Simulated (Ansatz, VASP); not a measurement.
## Two plane-wave programs on Te2Pb

```xyz
3
Lattice="2.1270 1.2280 6.2642 -2.1270 1.2280 6.2642 0.0000 -2.4560 6.2642" Properties=species:S:1:pos:R:3 pbc="T T T"
Pb    0.0000    0.0000    0.0000
Te    0.0000    0.0000    4.3176
Te    0.0000    0.0000   14.4750
```

Alike in both runs: task single point; functional r2SCAN; k mesh 6 × 6 × 6; occupations fermi-dirac, width 0.02 eV; no spin polarisation.

|  | VASP | Ansatz |
| --- | --- | --- |
| version | VASP 6.6.1 | Ansatz 0.2.0 |
| potentials or method | VASP PAW PBE potentials, release 64 (Pb_d, Te) | plane waves |
| plane-wave cutoff (eV) | 520 | 500 |
| valence electrons in the cell | 26 | 46 |

Ansatz gave:

* pressure (GPa): 0.9
* traceless stress, the component that is largest in VASP (GPa): -0.08
* rms of the force components (eV/Å): 0.002

Problem. Estimate VASP's values.

Solution. Pressure (GPa): 0.9; traceless stress, the component that is largest in VASP (GPa): -0.08; rms of the force components (eV/Å): 0.003.

VASP's potentials were made for PBE, not for r2SCAN. Atom by atom the forces differ by 0.006 eV/Å (rms over components). With one functional, cell and mesh, what is left measures potentials, basis and numerics. VASP's potentials hold 26 valence electrons a cell and Ansatz's 46, so a difference there can come from the potentials and not from the codes.

Spin-orbit coupling is off throughout.
